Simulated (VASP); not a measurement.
# CdSe (P6_3mc) in VASP: further runs

The runs below take CdSe through single point, with PBE.

Program: VASP 6.6.1. These are calculated values, not measurements. Logs are shortened: lines on timing, memory, paths and dates and some standing lists are left out, and cuts for length are marked.

**1. The cell of the first run**

The structure is hexagonal, space group P6_3mc (No. 186). The conventional cell has a = 4.084 Å, b = 4.084 Å, c = 7.015 Å, α = 90.00°, β = 90.00°, γ = 120.00°. Within 3.3 Å of Cd (site symmetry 3m) lie 4 Se at 2.52 to 2.63 Å. Se (site symmetry 3m) has 4 Cd at 2.52 to 2.63 Å within 3.3 Å.

**2. Single point, PBE (strain -0.050 along x and y, +0.000 along z)**

INCAR reads:

```
PREC = Accurate ; ENCUT = 520
EDIFF = 1E-6 ; ISMEAR = 0
SIGMA = 0.05 ; LREAL = F
LASPH = T ; NELM = 60
ALGO = Normal ; ISIF = 2
LWAVE = F ; LCHARG = F
GGA = PE ; NBANDS = 26
```

KPOINTS reads:

```
regular mesh
0
Gamma
  6 6 4
```

POSCAR reads:

```
CdSe
1.0
    4.0835749185      0.0000000000      0.0000000000
   -2.0417874593      3.5364796177      0.0000000000
    0.0000000000      0.0000000000      7.0152000000
Cd Se
2 2
Direct
    0.6666666667      0.3333333333      0.0000000000
    0.3333333333      0.6666666667      0.5000000000
    0.6666666667      0.3333333333      0.3750000000
    0.3333333333      0.6666666667      0.8750000000
```

Potentials or basis: VASP PAW PBE potentials, release 64 (Cd, Se).

On the command line:

```bash
cat potpaw_PBE.64/Cd/POTCAR potpaw_PBE.64/Se/POTCAR > POTCAR
mpirun -np 1 vasp_std > vasp.out
```

OUTCAR:

```text
PREC = Accurate
   ENCUT = 520
   EDIFF = 1E-6
   ISMEAR = 0
   LREAL = F
   LASPH = T
   NELM = 60
   ISIF = 2
   GGA = PE

 ion  position               nearest neighbor table
   1  0.667  0.333  0.000-   4 2.52   4 2.52   4 2.52   3 2.63
   2  0.333  0.667  0.500-   3 2.52   3 2.52   3 2.52   4 2.63
   3  0.667  0.333  0.375-   2 2.52   2 2.52   2 2.52   1 2.63
   4  0.333  0.667  0.875-   1 2.52   1 2.52   1 2.52   2 2.63

  LATTYP: Found a hexagonal cell.
 ALAT       =     4.0835749185
 C/A-ratio  =     1.7179065255

  Lattice vectors:

 A1 = (   4.0835749185,   0.0000000000,   0.0000000000)
 A2 = (  -2.0417874593,   3.5364796177,   0.0000000000)
 A3 = (   0.0000000000,   0.0000000000,   7.0152000000)

Analysis of symmetry for initial positions (statically):
=====================================================================
 Subroutine PRICEL returns:
 Original cell was already a primitive cell.

 Routine SETGRP: Setting up the symmetry group for a
 hexagonal supercell.

 Subroutine GETGRP returns: Found 12 space group operations
 (whereof  6 operations were pure point group operations)
 out of a pool of 24 trial point group operations.

The static configuration has the point symmetry C_3v.
 The point group associated with its full space group is C_6v.

Analysis of symmetry for dynamics (positions and initial velocities):
=====================================================================
 Subroutine PRICEL returns:
 Original cell was already a primitive cell.

 Routine SETGRP: Setting up the symmetry group for a
 hexagonal supercell.

 Subroutine GETGRP returns: Found 12 space group operations
 (whereof  6 operations were pure point group operations)
 out of a pool of 24 trial point group operations.

The dynamic configuration has the point symmetry C_3v.
 The point group associated with its full space group is C_6v.

 Subroutine INISYM returns: Found 12 space group operations
 (whereof  6 operations are pure point group operations),
 and found     1 'primitive' translations

----------------------------------------------------------------------------------------

                                     Primitive cell

[... 84 lines left out ...]
   ISPIN  =      1    spin polarized calculation?
   LNONCOLLINEAR =      F non collinear calculations
   LSORBIT =      F    spin-orbit coupling
   LASPH  =      T    aspherical Exc in radial PAW
   ENCUT  =  520.0 eV  38.22 Ry    6.18 a.u.   7.59  7.59 13.04*2*pi/ulx,y,z
   NELM   =     60;   NELMIN=  2; NELMDL= -5     # of ELM steps
   EDIFF  = 0.1E-05   stopping-criterion for ELM
   LREAL  =      F    real-space projection
   EDIFFG = 0.1E-04   stopping-criterion for IOM
   NSW    =      0    number of steps for IOM
   IBRION =     -1    ionic relax: 0-MD 1-quasi-New 2-CG
   NFREE  =      0    steps in history (QN), initial steepest desc. (CG)
   ISIF   =      2    stress and relaxation
   ISYM   =      2    0-nonsym 1-usesym 2-fastsym
   POTIM  = 0.5000    time-step for ionic-motion
   TEBEG  =    0.0;   TEEND  =   0.0 temperature during run
   PSTRESS=    0.0 pullay stress
   NELECT =      36.0000    total number of electrons
   NUPDOWN=      -1.0000    fix difference up-down
   EMIN   =  10.00;   EMAX   =-10.00  energy-range for DOS
   EFERMI =   0.00;   METHOD = LEGACY
   ISMEAR =     0;   SIGMA  =   0.05  broadening in eV -4-tet -1-fermi 0-gaus
   EFERMI_NEDOS =   21; number of points for ismear=-14 and -15
   IALGO  =     38    algorithm
   IMIX   =      4    mixing-type and parameters
     AMIX     =   0.40;   BMIX     =  1.00
     AMIX_MAG =   1.60;   BMIX_MAG =  1.00
  volume/ion in A,a.u.               =      25.33       170.92
  Fermi-wavevector in a.u.,A,eV,Ry     =   1.159556  2.191243 18.293989  1.344570
  Thomas-Fermi vector in A             =   2.296147
   LORBIT       =      0    0 simple, 1 ext, 2 COOP (PROOUT), +10 PAW based schemes
   GGA     = PE    functional components
   LHFCALC =     F    Hartree Fock is set to
   AEXX    =    0.0000 exact exchange contribution
   IVDW    =     0    specifies the selected vdW correction
   LEPSILON=     F    determine dielectric tensor
   LRPA    =     F    only Hartree local field effects (RPA)
 non-spin polarized calculation
 Gauss-broadening in eV      SIGMA  =   0.05
  energy-cutoff  :      520.00
  volume of cell :      101.31
 maximum number of plane-waves:      2750
   NGX = 15   NGY = 15   NGZ = 27

 number of electron      36.0000008 magnetization

 Free energy of the ion-electron system (eV)
  ---------------------------------------------------
  ext. energy  EPLUGINS =         0.00000000
  ---------------------------------------------------
  free energy    TOTEN  =       -10.38307248 eV

  energy without entropy =      -10.38307248  energy(sigma->0) =      -10.38307248

 E-fermi :   2.1836     XC(G=0):  -9.3686

 val. band max:        1.9197937788   @ k =   0.0000   0.0000   0.0000
 cond. band min:       2.7119850073   @ k =   0.0000   0.0000   0.0000
 fundamental gap:      0.7921912285
 Fermi energy:         2.1836119678

 k-point     1 :       0.0000    0.0000    0.0000
  band No.  band energies     occupation
      1     -11.4173      2.00000
      2     -10.9917      2.00000
      3      -6.5275      2.00000
      4      -6.5275      2.00000
      5      -6.4784      2.00000
      6      -6.4542      2.00000
[... 598 lines left out ...]
     25      10.9157      0.00000
     26      10.9157      0.00000

------------------------ aborting loop because EDIFF is reached ----------------------------------------

  FORCE on cell =-STRESS in cart. coord.  units (eV):
  Direction    XX          YY          ZZ          XY          YZ          ZX
  --------------------------------------------------------------------------------------
  -------------------------------------------------------------------------------------
  Total        8.4962816      8.4962816      4.3295481     -0.0000000      0.0000000      0.0000000
  in kB      134.3654896    134.3654896     68.4701694     -0.0000000      0.0000000      0.0000000
  external PRESSURE =     112.4003829 kB  Pullay stress =       0.0000000 kB

 VOLUME and BASIS-vectors are now :
 -----------------------------------------------------------------------------
  energy-cutoff  :      520.00
  volume of cell :      101.31
      direct lattice vectors                 reciprocal lattice vectors
     4.083574919  0.000000000  0.000000000     0.244883471  0.141383538  0.000000000
    -2.041787459  3.536479618  0.000000000     0.000000000  0.282767076  0.000000000
     0.000000000  0.000000000  7.015200000     0.000000000  0.000000000  0.142547611

 POSITION                                       TOTAL-FORCE (eV/Angst)
 -----------------------------------------------------------------------------------
      2.04179      1.17883      0.00000         0.000000     -0.000000      0.600558
     -0.00000      2.35765      3.50760        -0.000000      0.000000      0.600558
      2.04179      1.17883      2.63070        -0.000000      0.000000     -0.600558
     -0.00000      2.35765      6.13830         0.000000      0.000000     -0.600558
 -----------------------------------------------------------------------------------
    total drift:                               -0.000000     -0.000000     -0.000096

  FREE ENERGIE OF THE ION-ELECTRON SYSTEM (eV)
  ---------------------------------------------------
  free  energy   TOTEN  =       -10.3830724811 eV

  energy  without entropy=      -10.3830724811  energy(sigma->0) =      -10.38307248
```

Wall time 2 min (1 thread of Intel Xeon 8259CL, shared host); peak memory 0.23 GiB.

What came out:

```
Free energy            : -10.3831 eV
Pressure               : 11.2 GPa
Largest force          : 0.601 eV/Å
Band gap on the k mesh : 0.79 eV
```

Forces in eV/Å, atoms in the order of the input:
```
Cd   0.000  0.000  0.601
Cd   0.000  0.000  0.601
Se   0.000  0.000 -0.601
Se   0.000  0.000 -0.601
```

Stress tensor (GPa, compression positive):
```
13.44  0.00  0.00
 0.00 13.44  0.00
 0.00  0.00  6.85
```

Levels at points of the mesh, in eV from the valence-band top:
| k point | band 16 | band 17 | band 18 | band 19 | band 20 | band 21 |
| --- | --- | --- | --- | --- | --- | --- |
| (0.00, 0.00, 0.00) | -0.28 | 0.00 | 0.00 | 0.79 | 2.53 | 5.60 |
| (0.50, 0.00, 0.00) | -2.16 | -1.71 | -1.01 | 3.23 | 3.41 | 4.45 |
| (0.00, 0.00, 0.50) | -0.42 | -0.42 | -0.42 | 2.60 | 2.60 | 5.75 |
| (0.50, 0.00, 0.50) | -1.84 | -1.63 | -1.63 | 2.79 | 2.79 | 4.73 |

Caveat: the cell differs from its parent crystal (strain -0.050 along x and y, +0.000 along z); the stress differs along the axes, from 7 to 13 GPa; semilocal functionals underestimate gaps, and a narrow one can read as zero.

**3. Single point, PBE (strain -0.025 along x and y, -0.050 along z)**

INCAR reads:

```
SYSTEM = CdSe
ALGO     = Normal         ! electronic algorithm
EDIFF    = 1E-7           ! SCF threshold, eV
ENCUT    = 520            ! plane-wave cutoff, eV
GGA      = PE             ! functional
ISIF     = 2              ! what is computed and relaxed
ISMEAR   = 0              ! smearing method
LASPH    = .TRUE.         ! aspherical terms in the spheres
LCHARG   = .FALSE.        ! write CHGCAR
LREAL    = .FALSE.        ! projectors in reciprocal space
LWAVE    = .FALSE.        ! write WAVECAR
NBANDS   = 26             ! bands
NELM     = 80             ! most SCF steps
PREC     = Accurate       ! precision mode
SIGMA    = 0.05           ! smearing width, eV
```

KPOINTS reads:

```
k-points
0
G
  6 6 4
  0 0 0
```

POSCAR reads:

```
CdSe
1.0
    4.1910374164      0.0000000000      0.0000000000
   -2.0955187082      3.6295448708      0.0000000000
    0.0000000000      0.0000000000      6.6644400000
Cd Se
2 2
Direct
    0.6666666667      0.3333333333      0.0000000000
    0.3333333333      0.6666666667      0.5000000000
    0.6666666667      0.3333333333      0.3750000000
    0.3333333333      0.6666666667      0.8750000000
```

Potentials or basis: VASP PAW PBE potentials, release 64 (Cd, Se).

On the command line:

```bash
cat potpaw_PBE.64/Cd/POTCAR potpaw_PBE.64/Se/POTCAR > POTCAR
mpirun -np 1 vasp_std > vasp.out
```

Run time: 1.9 min. Hardware: 1 thread of Intel Xeon 8259CL, shared host; peak memory 0.23 GiB.

Results (log left out):

* Free energy: -10.4323 eV
* Pressure: 11.0 GPa
* Largest force: 0.393 eV/Å
* Band gap on the k mesh: 0.92 eV

Forces on the atoms (eV/Å):
```
Cd   0.000  0.000 -0.393
Cd   0.000  0.000 -0.393
Se   0.000  0.000  0.393
Se   0.000  0.000  0.393
```

Stress tensor (GPa, compression positive):
```
 9.61  0.00  0.00
 0.00  9.61  0.00
 0.00  0.00 13.89
```

Levels at points of the mesh, in eV from the valence-band top:
```
           k point  band 16  band 17  band 18  band 19  band 20  band 21
(0.00, 0.00, 0.00)    -0.01    -0.01     0.00     0.92     2.18     5.74
(0.50, 0.00, 0.00)    -2.31    -1.62    -0.87     3.20     3.46     4.83
(0.00, 0.00, 0.50)    -0.54    -0.54    -0.54     2.53     2.53     6.14
(0.50, 0.00, 0.50)    -1.65    -1.55    -1.55     3.00     3.00     4.92
```

Caveat: the cell differs from its parent crystal (strain -0.025 along x and y, -0.050 along z); the cell stands under pressure.

**4. Single point, PBE (strain -0.050 along x and y, +0.025 along z)**

INCAR reads:

```
SYSTEM = CdSe
PREC     = Accurate       ! precision mode
ENCUT    = 520            ! plane-wave cutoff, eV
EDIFF    = 1E-7           ! SCF threshold, eV
ISMEAR   = 0              ! smearing method
SIGMA    = 0.05           ! smearing width, eV
LREAL    = .False.        ! projectors in reciprocal space
LASPH    = .True.         ! aspherical terms in the spheres
NELM     = 100            ! most SCF steps
ALGO     = Normal         ! electronic algorithm
ISIF     = 2              ! what is computed and relaxed
LWAVE    = .False.        ! write WAVECAR
LCHARG   = .False.        ! write CHGCAR
GGA      = PE             ! functional
NBANDS   = 26             ! bands
```

KPOINTS reads:

```
Automatic mesh
0
Gamma
  6 6 4
  0 0 0
```

POSCAR reads:

```
CdSe
1.0
    4.0835749185      0.0000000000      0.0000000000
   -2.0417874593      3.5364796177      0.0000000000
    0.0000000000      0.0000000000      7.1905800000
Cd Se
2 2
Direct
    0.6666666667      0.3333333333      0.0000000000
    0.3333333333      0.6666666667      0.5000000000
    0.6666666667      0.3333333333      0.3750000000
    0.3333333333      0.6666666667      0.8750000000
```

On the command line:

```bash
cat potpaw_PBE.64/Cd/POTCAR potpaw_PBE.64/Se/POTCAR > POTCAR
mpirun -np 1 vasp_std > vasp.out
```

Wall time 2.1 min (1 thread of Intel Xeon 8259CL, shared host); peak memory 0.23 GiB.

It converged, with:

```yaml
Free_energy: -10.4647 eV
Pressure: 9.4 GPa
Largest_force: 0.751 eV/Å
Band_gap_on_the_k_mesh: 0.69 eV
```

Forces in eV/Å, atoms in the order of the input:
```
Cd   0.000  0.000  0.751
Cd   0.000  0.000  0.751
Se   0.000  0.000 -0.751
Se   0.000  0.000 -0.751
```

Stress tensor (GPa, compression positive):
```
12.32  0.00  0.00
 0.00 12.32  0.00
 0.00  0.00  3.60
```

Levels at points of the mesh, in eV from the valence-band top:
| k point | band 15 | band 16 | band 17 | band 18 | band 19 | band 20 | band 21 | band 22 |
| --- | --- | --- | --- | --- | --- | --- | --- | --- |
| (0.00, 0.00, 0.00) | -0.70 | -0.40 | 0.00 | 0.00 | 0.69 | 2.60 | 5.40 | 6.09 |
| (0.50, 0.00, 0.00) | -3.08 | -2.03 | -1.67 | -1.01 | 3.09 | 3.48 | 4.36 | 5.70 |
| (0.00, 0.00, 0.50) | -0.37 | -0.37 | -0.37 | -0.37 | 2.57 | 2.57 | 5.59 | 5.59 |
| (0.50, 0.00, 0.50) | -1.85 | -1.85 | -1.56 | -1.56 | 2.71 | 2.71 | 4.69 | 4.69 |

Caveat: the cell differs from its parent crystal (strain -0.050 along x and y, +0.025 along z); the stress differs along the axes, from 4 to 12 GPa; semilocal functionals underestimate gaps, and a narrow one can read as zero.

**5. Single point, PBE (strain -0.025 along x and y, -0.025 along z)**

INCAR reads:

```
SYSTEM = CdSe
PREC = Accurate
ENCUT = 520
EDIFF = 1E-6
ISMEAR = 0
SIGMA = 0.05
LREAL = .FALSE.
LASPH = .TRUE.
NELM = 100
ALGO = Normal
ISIF = 2
LWAVE = .FALSE.
LCHARG = .FALSE.
GGA = PE
NBANDS = 26
```

KPOINTS reads:

```
Automatic mesh
0
G
  6 6 4
  0 0 0
```

POSCAR reads:

```
CdSe
1.0
    4.1910374164      0.0000000000      0.0000000000
   -2.0955187082      3.6295448708      0.0000000000
    0.0000000000      0.0000000000      6.8398200000
Cd Se
2 2
Direct
    0.6666666667      0.3333333333      0.0000000000
    0.3333333333      0.6666666667      0.5000000000
    0.6666666667      0.3333333333      0.3750000000
    0.3333333333      0.6666666667      0.8750000000
```

On the command line:

```bash
cat potpaw_PBE.64/Cd/POTCAR potpaw_PBE.64/Se/POTCAR > POTCAR
mpirun -np 1 vasp_std > vasp.out
```

Run time: 1.8 min. Hardware: 1 thread of Intel Xeon 8259CL, shared host; peak memory 0.24 GiB.

The run converged. Its results:

- Free energy: -10.6200 eV
- Pressure: 8.7 GPa
- Largest force: 0.017 eV/Å
- Band gap on the k mesh: 0.84 eV

Forces in eV/Å, atoms in the order of the input:
```
Cd   0.000  0.000 -0.017
Cd   0.000  0.000 -0.017
Se   0.000  0.000  0.017
Se   0.000  0.000  0.017
```

Stress tensor (GPa, compression positive):
```
8.56 0.00 0.00
0.00 8.56 0.00
0.00 0.00 8.84
```

Levels at points of the mesh, in eV from the valence-band top:
| k point | band 14 | band 15 | band 16 | band 17 | band 18 | band 19 | band 20 | band 21 | band 22 | band 23 |
| --- | --- | --- | --- | --- | --- | --- | --- | --- | --- | --- |
| (0.00, 0.00, 0.00) | -0.89 | -0.89 | -0.06 | 0.00 | 0.00 | 0.84 | 2.29 | 5.85 | 5.85 | 6.14 |
| (0.50, 0.00, 0.00) | -3.99 | -3.04 | -2.14 | -1.56 | -0.87 | 3.30 | 3.36 | 4.73 | 6.43 | 6.44 |
| (0.00, 0.00, 0.50) | -2.88 | -0.47 | -0.47 | -0.47 | -0.47 | 2.52 | 2.52 | 5.98 | 5.98 | 6.27 |
| (0.50, 0.00, 0.50) | -4.64 | -1.57 | -1.57 | -1.56 | -1.56 | 2.95 | 2.95 | 4.86 | 4.86 | 7.97 |

Caveat: the cell differs from its parent crystal (strain -0.025 along x and y, -0.025 along z); the cell stands under pressure.

**6. Single point, PBE (strain -0.050 along x and y, +0.050 along z)**

INCAR reads:

```
PREC = Accurate ; ENCUT = 520
EDIFF = 1E-7 ; ISMEAR = 0
SIGMA = 0.05 ; LREAL = False
LASPH = True ; NELM = 100
ALGO = Normal ; ISIF = 2
LWAVE = False ; LCHARG = False
GGA = PE ; NBANDS = 26
```

KPOINTS reads:

```
regular mesh
0
Gamma
  6 6 4
```

POSCAR reads:

```
CdSe
1.0
    4.0835749185      0.0000000000      0.0000000000
   -2.0417874593      3.5364796177      0.0000000000
    0.0000000000      0.0000000000      7.3659600000
Cd Se
2 2
Direct
    0.6666666667      0.3333333333      0.0000000000
    0.3333333333      0.6666666667      0.5000000000
    0.6666666667      0.3333333333      0.3750000000
    0.3333333333      0.6666666667      0.8750000000
```

Potentials or basis: VASP PAW PBE potentials, release 64 (Cd, Se).

On the command line:

```bash
cat potpaw_PBE.64/Cd/POTCAR potpaw_PBE.64/Se/POTCAR > POTCAR
mpirun -np 1 vasp_std > vasp.out
```

Run time: 2 min. Hardware: 1 thread of Intel Xeon 8259CL, shared host; peak memory 0.23 GiB.

The run converged. Its results:

```
Free energy            : -10.5011 eV
Pressure               : 7.9 GPa
Largest force          : 0.827 eV/Å
Band gap on the k mesh : 0.60 eV
```

Forces in eV/Å, atoms in the order of the input:
```
Cd   0.000  0.000  0.827
Cd   0.000  0.000  0.827
Se   0.000  0.000 -0.827
Se   0.000  0.000 -0.827
```

Stress tensor (GPa, compression positive):
```
11.27  0.00  0.00
 0.00 11.27  0.00
 0.00  0.00  1.10
```

Levels at points of the mesh, in eV from the valence-band top:
```tsv
k point	band 16	band 17	band 18	band 19	band 20	band 21
(0.00, 0.00, 0.00)	-0.53	0.00	0.00	0.60	2.66	5.24
(0.50, 0.00, 0.00)	-1.91	-1.63	-1.01	2.95	3.54	4.28
(0.00, 0.00, 0.50)	-0.32	-0.32	-0.32	2.52	2.52	5.44
(0.50, 0.00, 0.50)	-1.85	-1.49	-1.49	2.63	2.63	4.66
```

Caveat: the cell differs from its parent crystal (strain -0.050 along x and y, +0.050 along z); the stress differs along the axes, from 1 to 11 GPa; semilocal functionals underestimate gaps, and a narrow one can read as zero.

**7. The runs side by side**

| cell | gap on the mesh (eV) | pressure (GPa) | largest force (eV/Å) |
| --- | --- | --- | --- |
| a = 4.084, b = 4.084, c = 7.015 Å, angles 90.0, 90.0, 120.0°, 4 atoms | 0.79 | 11.2 | 0.60 |
| a = 4.191, b = 4.191, c = 6.664 Å, angles 90.0, 90.0, 120.0°, 4 atoms | 0.92 | 11.0 | 0.39 |
| a = 4.084, b = 4.084, c = 7.191 Å, angles 90.0, 90.0, 120.0°, 4 atoms | 0.69 | 9.4 | 0.75 |
| a = 4.191, b = 4.191, c = 6.840 Å, angles 90.0, 90.0, 120.0°, 4 atoms | 0.84 | 8.7 | 0.02 |
| a = 4.084, b = 4.084, c = 7.366 Å, angles 90.0, 90.0, 120.0°, 4 atoms | 0.60 | 7.9 | 0.83 |

Alike in all rows: task single point; level PBE; potentials or basis VASP PAW PBE potentials, release 64 (Cd, Se); no spin polarisation; k mesh 6 × 6 × 4; cutoff (eV) 520; smearing gaussian 0.05 eV.

Caveats: semilocal functionals underestimate gaps, and a narrow one can read as zero (at least some runs); the cell stands under pressure (at least some runs); the stress differs along the axes, from 7 to 13 GPa (at least some runs); the stress differs along the axes, from 4 to 12 GPa (at least some runs); the stress differs along the axes, from 1 to 11 GPa (at least some runs).

Total energies depend on the potentials used, so only differences within one code and one set of settings carry meaning.
